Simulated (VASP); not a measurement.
# MnSi (P2_13) in VASP: notebook

The runs below take MnSi through relaxation of the atoms, with PBEsol.

Everything below comes from runs of VASP 6.6.1. Logs are shortened: lines on timing, memory, paths and dates and some standing lists are left out, and cuts for length are marked.

### 1 The cell of the first run

Symmetry: P2_13, No. 198, cubic system. Conventional cell: a = 4.517 Å, b = 4.517 Å, c = 4.517 Å, α = 90.00°, β = 90.00°, γ = 90.00°. Mn (site symmetry 3) has 7 Si at 2.28 to 2.53 Å and 6 Mn at 2.77 Å within 3.0 Å. Si (site symmetry 3) has 7 Mn at 2.28 to 2.53 Å and 6 Si at 2.79 Å within 3.0 Å.

### 2 Relaxation of the atoms, PBEsol, collinear spin, ferromagnetic start

INCAR reads:

```
SYSTEM = MnSi
PREC = Accurate
ENCUT = 520
EDIFF = 1E-6
ISMEAR = -1
SIGMA = 0.05
LREAL = .False.
LASPH = .True.
NELM = 150
ALGO = Normal
ISIF = 2
LWAVE = .False.
LCHARG = .False.
ISPIN = 2
MAGMOM = 3.5 3.5 3.5 3.5 0 0 0 0
LORBIT = 11
LMAXMIX = 4
GGA = PS
IBRION = 2
NSW = 80
EDIFFG = -0.015
KPAR = 4
```

KPOINTS reads:

```
regular mesh
0
Gamma
  7 7 7
  0 0 0
```

POSCAR reads:

```
MnSi
1.0
    4.5174755904      0.0000000000      0.0000000000
    0.0000000000      4.5174755904      0.0000000000
    0.0000000000      0.0000000000      4.5174755904
Mn Si
4 4
Direct
    0.1354792600      0.1354792600      0.1354792600
    0.3645207400      0.8645207400      0.6354792600
    0.6354792600      0.3645207400      0.8645207400
    0.8645207400      0.6354792600      0.3645207400
    0.8446935049      0.8446935049      0.8446935049
    0.6553064951      0.1553064951      0.3446935049
    0.3446935049      0.6553064951      0.1553064951
    0.1553064951      0.3446935049      0.6553064951
```

Potentials or basis: VASP PAW PBE potentials, release 64 (Mn_pv, Si).

On the command line:

```
cat potpaw_PBE.64/Mn_pv/POTCAR potpaw_PBE.64/Si/POTCAR > POTCAR
mpirun -np 4 vasp_std > vasp.out
```

OUTCAR:

```text
SYSTEM = MnSi
   PREC = Accurate
   ENCUT = 520
   EDIFF = 1E-6
   ISMEAR = -1
   LREAL = .False.
   LASPH = .True.
   NELM = 150
   ISIF = 2
   ISPIN = 2
   LORBIT = 11
   GGA = PS
   IBRION = 2
   NSW = 80
   EDIFFG = -0.015

 ion  position               nearest neighbor table
   1  0.135  0.135  0.135-   5 2.28   6 2.37   8 2.37   7 2.37   7 2.53   8 2.53   6 2.53   3 2.77
                             4 2.77   2 2.77   2 2.77   4 2.77   3 2.77
   2  0.365  0.865  0.635-   6 2.28   5 2.37   7 2.37   8 2.37   7 2.53   8 2.53   5 2.53   1 2.77
                             1 2.77   3 2.77   3 2.77   4 2.77   4 2.77
   3  0.635  0.365  0.865-   7 2.28   6 2.37   8 2.37   5 2.37   8 2.53   6 2.53   5 2.53   1 2.77
                             4 2.77   2 2.77   2 2.77   4 2.77   1 2.77
   4  0.865  0.635  0.365-   8 2.28   7 2.37   5 2.37   6 2.37   6 2.53   5 2.53   7 2.53   1 2.77
                             3 2.77   2 2.77   1 2.77   2 2.77   3 2.77
   5  0.845  0.845  0.845-   1 2.28   2 2.37   4 2.37   3 2.37   3 2.53   4 2.53   2 2.53   6 2.79
                             7 2.79   8 2.79   6 2.79   8 2.79   7 2.79
   6  0.655  0.155  0.345-   2 2.28   1 2.37   3 2.37   4 2.37   3 2.53   4 2.53   1 2.53   8 2.79
                             5 2.79   5 2.79   7 2.79   7 2.79   8 2.79
   7  0.345  0.655  0.155-   3 2.28   2 2.37   4 2.37   1 2.37   4 2.53   2 2.53   1 2.53   8 2.79
                             5 2.79   8 2.79   6 2.79   6 2.79   5 2.79
   8  0.155  0.345  0.655-   4 2.28   3 2.37   1 2.37   2 2.37   2 2.53   1 2.53   3 2.53   7 2.79
                             5 2.79   7 2.79   5 2.79   6 2.79   6 2.79

  LATTYP: Found a simple cubic cell.
 ALAT       =     4.5174755904

  Lattice vectors:

 A1 = (   4.5174755904,   0.0000000000,   0.0000000000)
 A2 = (   0.0000000000,   4.5174755904,   0.0000000000)
 A3 = (   0.0000000000,   0.0000000000,   4.5174755904)

Analysis of symmetry for initial positions (statically):
=====================================================================
 Subroutine PRICEL returns:
 Original cell was already a primitive cell.

 Routine SETGRP: Setting up the symmetry group for a
 simple cubic supercell.

 Subroutine GETGRP returns: Found 12 space group operations
 (whereof  3 operations were pure point group operations)
 out of a pool of 48 trial point group operations.

The static configuration has the point symmetry C_3 .
 The point group associated with its full space group is T   .

Analysis of symmetry for dynamics (positions and initial velocities):
=====================================================================
 Subroutine PRICEL returns:
 Original cell was already a primitive cell.

 Routine SETGRP: Setting up the symmetry group for a
 simple cubic supercell.

 Subroutine GETGRP returns: Found 12 space group operations
 (whereof  3 operations were pure point group operations)
 out of a pool of 48 trial point group operations.

The dynamic configuration has the point symmetry C_3 .
 The point group associated with its full space group is T   .

Analysis of structural, dynamic, and magnetic symmetry:
=====================================================================
 Subroutine PRICEL returns:
 Original cell was already a primitive cell.

 Routine SETGRP: Setting up the symmetry group for a
 simple cubic supercell.

 Subroutine GETGRP returns: Found 12 space group operations
 (whereof  3 operations were pure point group operations)
 out of a pool of 48 trial point group operations.

The overall configuration has the point symmetry C_3 .
 The point group associated with its full space group is T   .

 Subroutine INISYM returns: Found 12 space group operations
 (whereof  3 operations are pure point group operations),
 and found     1 'primitive' translations

----------------------------------------------------------------------------------------

                                     Primitive cell

  volume of cell :      92.1908

  direct lattice vectors                    reciprocal lattice vectors
     4.517475590  0.000000000  0.000000000     0.221362569  0.000000000  0.000000000
     0.000000000  4.517475590  0.000000000     0.000000000  0.221362569  0.000000000
     0.000000000  0.000000000  4.517475590     0.000000000  0.000000000  0.221362569

  length of vectors
     4.517475590  4.517475590  4.517475590     0.221362569  0.221362569  0.221362569

  position of ions in fractional coordinates (direct lattice)
     0.135479260  0.135479260  0.135479260
     0.364520740  0.864520740  0.635479260
     0.635479260  0.364520740  0.864520740
     0.864520740  0.635479260  0.364520740
     0.844693505  0.844693505  0.844693505
[... 84 lines left out ...]
   NELM   =    150;   NELMIN=  2; NELMDL= -5     # of ELM steps
   EDIFF  = 0.1E-05   stopping-criterion for ELM
   LREAL  =      F    real-space projection
   EDIFFG = -.1E-01   stopping-criterion for IOM
   NSW    =     80    number of steps for IOM
   IBRION =      2    ionic relax: 0-MD 1-quasi-New 2-CG
   NFREE  =      1    steps in history (QN), initial steepest desc. (CG)
   ISIF   =      2    stress and relaxation
   ISYM   =      2    0-nonsym 1-usesym 2-fastsym
   POTIM  = 0.5000    time-step for ionic-motion
   TEBEG  =    0.0;   TEEND  =   0.0 temperature during run
   PSTRESS=    0.0 pullay stress
   NELECT =      68.0000    total number of electrons
   NUPDOWN=      -1.0000    fix difference up-down
   EMIN   =  10.00;   EMAX   =-10.00  energy-range for DOS
   EFERMI =   0.00;   METHOD = LEGACY
   ISMEAR =    -1;   SIGMA  =   0.05  broadening in eV -4-tet -1-fermi 0-gaus
   EFERMI_NEDOS =   21; number of points for ismear=-14 and -15
   IALGO  =     38    algorithm
   IMIX   =      4    mixing-type and parameters
     AMIX     =   0.40;   BMIX     =  1.00
     AMIX_MAG =   1.60;   BMIX_MAG =  1.00
  volume/ion in A,a.u.               =      11.52        77.77
  Fermi-wavevector in a.u.,A,eV,Ry     =   1.479161  2.795208 29.768404  2.187916
  Thomas-Fermi vector in A             =   2.593353
   LORBIT       =     11    0 simple, 1 ext, 2 COOP (PROOUT), +10 PAW based schemes
   GGA     = PS    functional components
   LHFCALC =     F    Hartree Fock is set to
   AEXX    =    0.0000 exact exchange contribution
   IVDW    =     0    specifies the selected vdW correction
   LEPSILON=     F    determine dielectric tensor
   LRPA    =     F    only Hartree local field effects (RPA)
 conjugate gradient relaxation of ions
 spin polarized calculation
  energy-cutoff  :      520.00
  volume of cell :       92.19
 maximum number of plane-waves:      2517
 NGX is ok and might be reduce to    36
   NGX = 17   NGY = 17   NGZ = 17

--------------------------------------- Ionic step        1  -------------------------------------------

 number of electron      68.0000000 magnetization      14.0000000

 number of electron      68.0000005 magnetization       3.8501434

 Free energy of the ion-electron system (eV)
  ---------------------------------------------------
  ext. energy  EPLUGINS =         0.00000000
  ---------------------------------------------------
  free energy    TOTEN  =       -66.26862721 eV

  energy without entropy =      -66.22557694  energy(sigma->0) =      -66.24710207

------------------------ aborting loop because EDIFF is reached ----------------------------------------

  FORCE on cell =-STRESS in cart. coord.  units (eV):
  Direction    XX          YY          ZZ          XY          YZ          ZX
  --------------------------------------------------------------------------------------
  -------------------------------------------------------------------------------------
  Total       -3.4910099     -3.4910099     -3.4910099     -0.0000000     -0.0000000     -0.0000000
  in kB      -60.6700321    -60.6700321    -60.6700321     -0.0000000     -0.0000000     -0.0000000
  external PRESSURE =     -60.6700321 kB  Pullay stress =       0.0000000 kB
[... 71 lines left out ...]
--------------------------------------- Ionic step        3  -------------------------------------------

 number of electron      68.0000031 magnetization       3.8528423

 Free energy of the ion-electron system (eV)
  ---------------------------------------------------
  ext. energy  EPLUGINS =         0.00000000
  ---------------------------------------------------
  free energy    TOTEN  =       -66.26995876 eV

  energy without entropy =      -66.22686922  energy(sigma->0) =      -66.24841399

 E-fermi :  11.0316     XC(G=0): -12.9273

 val. band max:       11.0311225486   @ k =   0.2857   0.0000   0.0000
 cond. band min:      11.0357710638   @ k =   0.2857   0.1429   0.0000
 fundamental gap:      0.0046485152
 Fermi energy:        11.0316098167

 spin component 1

 k-point     1 :       0.0000    0.0000    0.0000
  band No.  band energies     occupation
      1     -37.1941      1.00000
      2     -37.1941      1.00000
      3     -37.1941      1.00000
      4     -37.1191      1.00000
      5     -37.1191      1.00000
      6     -37.1184      1.00000
[... 1165 lines left out ...]
     45      16.8559      0.00000
     46      17.0194      0.00000
 Fermi energy:        11.0316098167

 spin component 2

 k-point     1 :       0.0000    0.0000    0.0000
  band No.  band energies     occupation
      1     -36.2235      1.00000
      2     -36.2235      1.00000
      3     -36.2235      1.00000
      4     -36.1349      1.00000
      5     -36.0251      1.00000
      6     -36.0251      1.00000
[... 1165 lines left out ...]
     45      17.1265      0.00000
     46      17.1816      0.00000
 [bands above 46 left out]

------------------------ aborting loop because EDIFF is reached ----------------------------------------

  FORCE on cell =-STRESS in cart. coord.  units (eV):
  Direction    XX          YY          ZZ          XY          YZ          ZX
  --------------------------------------------------------------------------------------
  -------------------------------------------------------------------------------------
  Total       -3.6232075     -3.6232075     -3.6232075      0.0000000      0.0000000      0.0000000
  in kB      -62.9674843    -62.9674843    -62.9674843      0.0000000      0.0000000      0.0000000
  external PRESSURE =     -62.9674843 kB  Pullay stress =       0.0000000 kB
[... 23 lines left out ...]
  FREE ENERGIE OF THE ION-ELECTRON SYSTEM (eV)
  ---------------------------------------------------
  free  energy   TOTEN  =       -66.2699587628 eV

  energy  without entropy=      -66.2268692195  energy(sigma->0) =      -66.24841399

 reached required accuracy - stopping structural energy minimisation

 total charge

# of ion       s       p       d       tot
------------------------------------------
    1        0.337   6.392   5.299  12.029
    2        0.337   6.392   5.299  12.029
    3        0.337   6.392   5.299  12.029
    4        0.337   6.392   5.299  12.029
    5        0.744   0.903   0.000   1.647
    6        0.744   0.903   0.000   1.647
    7        0.744   0.903   0.000   1.647
    8        0.744   0.903   0.000   1.647
--------------------------------------------------
tot          4.324  29.182  21.196  54.702

 magnetization (x)

# of ion       s       p       d       tot
------------------------------------------
    1        0.000   0.006   1.008   1.014
    2        0.000   0.006   1.008   1.014
    3        0.000   0.006   1.008   1.014
    4        0.000   0.006   1.008   1.014
    5       -0.012  -0.032   0.000  -0.044
    6       -0.012  -0.032   0.000  -0.044
    7       -0.012  -0.032   0.000  -0.044
    8       -0.012  -0.032   0.000  -0.044
--------------------------------------------------
tot         -0.048  -0.105   4.032   3.880
```

Run time: 1.8 min. Hardware: 4 MPI ranks of Intel Xeon 6975P-C (Granite Rapids), shared host; peak memory 0.33 GiB.

Results:

| Quantity | Value |
| --- | --- |
| Free energy | -66.2700 eV |
| Energy gained by relaxing | 0.2 meV/atom |
| Ionic steps | 3 |
| Pressure after relaxing | -6.3 GPa |
| Largest force after relaxing | 0.013 eV/Å |
| Net moment | 3.85 μB per cell |
| Site moments | Mn +1.01; Si -0.04 μB |
| Valence electrons inside the program's atomic spheres | Mn 12.03; Si 1.65 |

Forces in eV/Å, atoms in the order of the input:
```
Mn  -0.001 -0.001 -0.001
Mn   0.001  0.001 -0.001
Mn  -0.001  0.001  0.001
Mn   0.001 -0.001  0.001
Si   0.008  0.008  0.008
Si  -0.008 -0.008  0.008
Si   0.008 -0.008 -0.008
Si  -0.008  0.008 -0.008
```

Step by step:
```csv
step,energy change (eV),largest force (eV/Å),pressure (GPa)
1,0.0000,0.0987,-6.07
2,-0.0012,0.0230,-6.22
3,-0.0013,0.0132,-6.30
```

Final structure:
```yaml
crystal:
  lattice:
    - [4.51748, 0.00000, 0.00000]
    - [0.00000, 4.51748, 0.00000]
    - [0.00000, 0.00000, 4.51748]
  atoms:
    - { symbol: Mn, position: [0.13630, 0.13630, 0.13630] }
    - { symbol: Mn, position: [0.36370, 0.86370, 0.63630] }
    - { symbol: Mn, position: [0.63630, 0.36370, 0.86370] }
    - { symbol: Mn, position: [0.86370, 0.63630, 0.36370] }
    - { symbol: Si, position: [0.84489, 0.84489, 0.84489] }
    - { symbol: Si, position: [0.65511, 0.15511, 0.34489] }
    - { symbol: Si, position: [0.34489, 0.65511, 0.15511] }
    - { symbol: Si, position: [0.15511, 0.34489, 0.65511] }
```

Caveat: the PAW data sets were made with another functional, which shifts forces and pressure a little.

### 3 Relaxation of the atoms, PBEsol, collinear spin, ferromagnetic start

This run uses another cell than the first one, of 11.76 Å³/atom.

INCAR reads:

```
SYSTEM = MnSi
  ALGO = Normal
  EDIFF = 1E-6
  EDIFFG = -0.01
  ENCUT = 520
  GGA = PS
  IBRION = 2
  ISIF = 2
  ISMEAR = -1
  ISPIN = 2
  KPAR = 4
  LASPH = .True.
  LCHARG = .False.
  LMAXMIX = 4
  LORBIT = 11
  LREAL = .False.
  LWAVE = .False.
  MAGMOM = 3.5 3.5 3.5 3.5 0 0 0 0
  NELM = 150
  NSW = 80
  PREC = Accurate
  SIGMA = 0.05
```

KPOINTS reads:

```
k-points
0
Gamma
  7 7 7
  0 0 0
```

POSCAR reads:

```
MnSi
1.0
    4.5480000000      0.0000000000      0.0000000000
    0.0000000000      4.5480000000      0.0000000000
    0.0000000000      0.0000000000      4.5480000000
Mn Si
4 4
Direct
    0.1380000000      0.1380000000      0.1380000000
    0.3620000000      0.8620000000      0.6380000000
    0.6380000000      0.3620000000      0.8620000000
    0.8620000000      0.6380000000      0.3620000000
    0.8460000000      0.8460000000      0.8460000000
    0.6540000000      0.1540000000      0.3460000000
    0.3460000000      0.6540000000      0.1540000000
    0.1540000000      0.3460000000      0.6540000000
```

Potentials or basis: VASP PAW PBE potentials, release 64 (Mn_pv, Si).

On the command line:

```
cat potpaw_PBE.64/Mn_pv/POTCAR potpaw_PBE.64/Si/POTCAR > POTCAR
mpirun -np 4 vasp_std > vasp.out
```

Wall time 95 s (4 MPI ranks of Intel Xeon 6975P-C (Granite Rapids), shared host); peak memory 0.33 GiB.

Results (log left out):

```yaml
Free_energy: -66.1741 eV
Energy_gained_by_relaxing: 1.5 meV/atom
Ionic_steps: 4
Pressure_after_relaxing: -10.0 GPa
Net_moment: 3.93 μB per cell
Site_moments: Mn +1.04; Si -0.05 μB
Valence_electrons_inside_the_program's_atomic_spheres: Mn 11.99; Si 1.63
```

Forces in eV/Å, atoms in the order of the input:
```
Mn   0.001  0.001  0.001
Mn  -0.001 -0.001  0.001
Mn   0.001 -0.001 -0.001
Mn  -0.001  0.001 -0.001
Si  -0.002 -0.002 -0.002
Si   0.002  0.002 -0.002
Si  -0.002  0.002  0.002
Si   0.002 -0.002  0.002
```

Step by step:
```csv
step,energy change (eV),largest force (eV/Å),pressure (GPa)
1,0.0000,0.2612,-10.56
2,-0.0105,0.0810,-10.23
3,-0.0119,0.0278,-10.06
4,-0.0120,0.0028,-10.01
```

Final structure:
```
Mn Si
1.0
     4.54800    0.00000    0.00000
     0.00000    4.54800    0.00000
     0.00000    0.00000    4.54800
Mn Si
4 4
Direct
  0.13564 0.13564 0.13564
  0.36436 0.86436 0.63564
  0.63564 0.36436 0.86436
  0.86436 0.63564 0.36436
  0.84474 0.84474 0.84474
  0.65526 0.15526 0.34474
  0.34474 0.65526 0.15526
  0.15526 0.34474 0.65526
```

Levels at points of the mesh, in eV from the Fermi level:
Spin up:
```
           k point  band 34  band 35  band 36  band 37  band 38  band 39
(0.00, 0.00, 0.00)    -0.37    -0.30    -0.30     0.71     0.71     0.71
```
Spin down:
```tsv
k point	band 30	band 31	band 32	band 33	band 34	band 35
(0.00, 0.00, 0.00)	-1.39	-1.39	0.62	0.62	0.62	0.93
```

Caveat: the PAW data sets were made with another functional, which shifts forces and pressure a little.
